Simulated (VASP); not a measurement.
Set up this calculation in VASP 6.6.1, as the native input.

```yaml
Task: relaxation of cell and atoms
Functional: PBEsol
Dispersion: D4
Potentials_or_basis: VASP PAW PBE potentials, release 64 (Te, Be)
Cutoff: 600 eV
k_mesh: 8 × 8 × 8
Occupations: fermi-dirac, width 0.05 eV
Spin: no spin polarisation
Dipole_correction: no
Further_INCAR_settings: ALGO = Normal; EDIFF = 1e-07; IBRION = 2; EDIFFG = -0.01; NSW = 80; ISIF = 3
```

The structure of BeTe lies in POSCAR:

```
BeTe
1.0
    0.0000000000      2.7700000000      2.7700000000
    2.7700000000      0.0000000000      2.7700000000
    2.7700000000      2.7700000000      0.0000000000
Te Be
1 1
Direct
    0.7500000000      0.7500000000      0.7500000000
    0.0000000000      0.0000000000      0.0000000000
```

One way to write it, as run:

INCAR

```
PREC = Accurate ; ENCUT = 600
EDIFF = 1E-7 ; ISMEAR = -1
SIGMA = 0.05 ; LREAL = F
LASPH = T ; NELM = 120
ALGO = Normal ; ISIF = 3
LWAVE = F ; LCHARG = F
GGA = PS ; IVDW = 13
IBRION = 2 ; NSW = 80
EDIFFG = -0.01 ; GGA_COMPAT = F
NELMIN = 4
```

KPOINTS

```
Automatic mesh
0
Gamma
  8 8 8
```

Potentials or basis: VASP PAW PBE potentials, release 64 (Te, Be).

The run is started by

```sh
$ cat potpaw_PBE.64/Te/POTCAR potpaw_PBE.64/Be/POTCAR > POTCAR
$ mpirun -np 1 vasp_std > vasp.out
```

Results of the run:

```json
{
  "Relaxed volume": "21.64 Å³/atom",
  "Relaxed cell": "a = 3.941 Å, b = 3.941 Å, c = 3.941 Å, α = 60.00°, β = 60.00°, γ = 60.00°",
  "Space group after relaxing (to 0.1 Å)": "F-43m (No. 216)",
  "Energy gained by relaxing": "1.4 meV/atom",
  "Ionic steps": "3",
  "Pressure after relaxing": "0.0 GPa",
  "Band gap on the k mesh": "1.77 eV (least direct gap 3.57 eV)",
  "Dispersion energy per atom": "-0.188 eV"
}
```

Caveat: the PAW data sets were made with another functional, which shifts forces and pressure a little; spin-orbit coupling is left out, which moves the levels of the heavy elements.

It took 12 s on 1 thread of Intel(R) Xeon(R) 6975P-C (Granite Rapids), with other jobs on the host, peak memory 0.18 GiB.
